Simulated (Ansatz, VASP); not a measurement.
## One calculation of TiAl, two programs

Contents of INCAR:

```
SYSTEM = TiAl
ALGO = Normal ; EDIFF = 1E-6
ENCUT = 500 ; GGA = PE
GGA_COMPAT = .FALSE. ; ISIF = 2
ISMEAR = 0 ; LASPH = .TRUE.
LCHARG = .TRUE. ; LELF = .TRUE.
LREAL = .FALSE. ; LVHAR = .TRUE.
LWAVE = .FALSE. ; NBANDS = 14
NELM = 120 ; PREC = Accurate
SIGMA = 0.026000000000000002
```

File KPOINTS:

```
k-points
0
G
  8 8 8
  0 0 0
```

File POSCAR:

```
TiAl
1.0
    3.1790640000      0.0000000000      0.0000000000
    0.0000000000      3.1790640000      0.0000000000
    0.0000000000      0.0000000000      3.1790640000
Ti Al
1 1
Direct
    0.0000000000      0.0000000000      0.0000000000
    0.5000000000      0.5000000000      0.5000000000
```

File input.yaml:

```yaml
crystal:
  lattice:
    - [3.179064, 0.0, 0.0]
    - [0.0, 3.179064, 0.0]
    - [0.0, 0.0, 3.179064]
  atoms:
    - { symbol: Ti, position: [0.0, 0.0, 0.0] }
    - { symbol: Al, position: [0.5, 0.5, 0.5] }
hamiltonian:
  xc: pbe
  pseudopotentials: { kind: paw }
kpoints:
  mp_grid: { grid: [8, 8, 8] }
scf:
  occupations: { method: gaussian, width: 0.026 }
output:
  forces: true
  stress: true
  eigenvalues: true
  write_density: true
  write_potential: true
  elf: true
  volumetric_format: npy
```

Alike in both runs: task single point; functional PBE; k mesh 8 × 8 × 8; occupations gaussian, width 0.026 eV; no spin polarisation.

|  | VASP | Ansatz |
| --- | --- | --- |
| version | VASP 6.6.1 | Ansatz 0.2.0 |
| potentials or method | VASP PAW PBE potentials, release 64 (Ti_sv, Al) | Ansatz PAW |
| plane-wave cutoff (eV) | 500 | 420 |
| valence electrons in the cell | 15 | 15 |

```csv
,VASP,Ansatz,Ansatz less VASP
gap on the k mesh at the Fermi level (eV),none,none,-
pressure (GPa),0.7,0.7,+0.05
```

A gap of «none» marks a metal or a gap that the smearing closes.
